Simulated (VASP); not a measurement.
Crystal: NiO.

```
CELL_PARAMETERS angstrom
0.00000 2.09972 2.09972
2.09972 0.00000 2.09972
2.09972 2.09972 0.00000
ATOMIC_POSITIONS crystal
Ni 0.00000 0.00000 0.00000
O 0.50000 0.50000 0.50000
```

Base run:

- Program: VASP 6.6.1
- Functional: BLYP
- Dispersion: D3(BJ)
- Potentials or basis: VASP PAW PBE potentials, release 64 (Ni_sv_GW, O)
- Cutoff: 700 eV
- k mesh: 11 × 11 × 11
- Occupations: fermi-dirac, width 0.05 eV
- Spin: collinear spin, ferromagnetic start
- Starting moments: [1.0, 0.0] μB

Its results: pressure 1.8 GPa; net moment 1.74 μB per cell; site moments Ni +1.43; O +0.27 μB.

Problem. The run is repeated on the same cell with these changes: dispersion from D3(BJ) to D4. What comes out?

Solution. Pressure 1.3 GPa; net moment 1.74 μB per cell; site moments Ni +1.43; O +0.27 μB.

Caveats: the PAW data sets were made with another functional, which shifts forces and pressure a little; a cell with one magnetic atom can't hold antiferromagnetic order, which such compounds often take.
